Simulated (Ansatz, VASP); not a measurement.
# One calculation of InSb, two programs

INCAR

```
SYSTEM = InSb
PREC = Accurate
ENCUT = 520
EDIFF = 1E-6
ISMEAR = 0
SIGMA = 0.15
LREAL = .FALSE.
LASPH = .TRUE.
NELM = 100
ALGO = Normal
ISIF = 2
LWAVE = .FALSE.
LCHARG = .FALSE.
GGA = PE
NBANDS = 16
```

Contents of KPOINTS:

```
regular mesh
0
G
  16 16 16
  0 0 0
```

File POSCAR:

```
InSb
1.0
   -2.9581623212      2.9581623212      1.7471500000
    2.9581623212     -2.9581623212      1.7471500000
    2.9581623212      2.9581623212     -1.7471500000
In Sb
1 1
Direct
    0.2500000000      0.7500000000      0.5000000000
    0.0000000000      0.0000000000      0.0000000000
```

Input for Ansatz:

```yaml
crystal:
  lattice:
    - [-2.9581623212, 2.9581623212, 1.74715]
    - [2.9581623212, -2.9581623212, 1.74715]
    - [2.9581623212, 2.9581623212, -1.74715]
  atoms:
    - { symbol: In, position: [0.25, 0.75, 0.5] }
    - { symbol: Sb, position: [0.0, 0.0, 0.0] }
basis:
  ecutwfc: 420
kpoints:
  mp_grid: { grid: [16, 16, 16] }
hamiltonian:
  xc: pbe
  pseudopotentials: { kind: paw, azcp: { folder: soft_1 } }
scf:
  occupations: { method: gaussian, width: 0.15 }
output:
  forces: true
  stress: true
  eigenvalues: true
```

Alike in both runs: task single point; functional PBE; k mesh 16 × 16 × 16; occupations gaussian, width 0.15 eV; no spin polarisation.

|  | VASP | Ansatz |
| --- | --- | --- |
| version | VASP 6.6.1 | Ansatz 0.2.0 |
| potentials or method | VASP PAW PBE potentials, release 64 (In_d, Sb), cutoff 520 eV | scalar-relativistic, plane waves, PAW |
| valence electrons in the cell | 18 | 28 |

Ansatz gave:

| Quantity | Value |
| --- | --- |
| gap on the k mesh at the Fermi level (eV) | none |
| pressure (GPa) | -2.5 |
| traceless stress, the component that is largest in VASP (GPa) | -1.34 |

Question: Which values does VASP return?

Answer: gap on the k mesh at the Fermi level (eV): none; pressure (GPa): -2.5; traceless stress, the component that is largest in VASP (GPa): -1.35.

A gap of «none» marks a metal or a gap that the smearing closes. VASP's potentials hold 18 valence electrons a cell and Ansatz's 28, so a difference there can come from the potentials and not from the codes.

Spin-orbit coupling is off throughout.
